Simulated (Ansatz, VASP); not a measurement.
**CdS4 in VASP and in Ansatz**

Contents of INCAR:

```
SYSTEM = CdS4
PREC = Accurate
ENCUT = 630
EDIFF = 1E-6
ISMEAR = 0
SIGMA = 0.1
LREAL = .False.
LASPH = .True.
NELM = 120
ALGO = Normal
ISIF = 2
LWAVE = .False.
LCHARG = .True.
GGA = PE
LELF = .True.
LVHAR = .True.
NBANDS = 30
GGA_COMPAT = .False.
```

KPOINTS

```
Automatic mesh
0
Gamma
  4 4 4
  0 0 0
```

Contents of POSCAR:

```
CdS4
1.0
    4.6883412500      0.0000000000      0.0000000000
    0.0000000000      4.6883412500      0.0000000000
    0.0000000000      0.0000000000      6.1499471800
Cd S
1 4
Direct
    0.0000000000      0.0000000000      0.5000000000
    0.0000000000      0.5000000000      0.1530061900
    0.5000000000      0.0000000000      0.1530061900
    0.0000000000      0.5000000000      0.8469938100
    0.5000000000      0.0000000000      0.8469938100
```

Input for Ansatz:

```yaml
crystal:
  lattice:
    - [4.68834125, 0.0, 0.0]
    - [0.0, 4.68834125, 0.0]
    - [0.0, 0.0, 6.14994718]
  atoms:
    - { symbol: Cd, position: [0.0, 0.0, 0.5] }
    - { symbol: S, position: [0.0, 0.5, 0.15300619] }
    - { symbol: S, position: [0.5, 0.0, 0.15300619] }
    - { symbol: S, position: [0.0, 0.5, 0.84699381] }
    - { symbol: S, position: [0.5, 0.0, 0.84699381] }
basis:
  ecutwfc: 420
kpoints:
  mp_grid: { grid: [4, 4, 4] }
hamiltonian:
  xc: pbe
scf:
  occupations: { method: gaussian, width: 0.1 }
  lower_state_search: "off"
output:
  forces: true
  stress: true
  eigenvalues: true
```

Alike in both runs: task single point; functional PBE; k mesh 4 × 4 × 4; occupations gaussian, width 0.1 eV; no spin polarisation.

|  | VASP | Ansatz |
| --- | --- | --- |
| version | VASP 6.6.1 | Ansatz 0.2.0 |
| potentials or method | VASP PAW PBE potentials, release 64 (Cd_sv_GW, S), cutoff 630 eV | scalar-relativistic, plane waves, PAW |
| valence electrons in the cell | 44 | 44 |

```csv
,VASP,Ansatz,Ansatz less VASP
gap on the k mesh at the Fermi level (eV),none,none,-
pressure (GPa),0.4,0.9,+0.43
"traceless stress, the component that is largest in VASP (GPa)",2.23,3.04,+0.803
rms of the force components (eV/Å),0.679,0.822,+0.1432
```

Atom by atom the forces differ by 0.143 eV/Å (rms over components). A gap of «none» marks a metal or a gap that the smearing closes. The functional is the same, so the differences come from potentials, cutoffs and numerics.
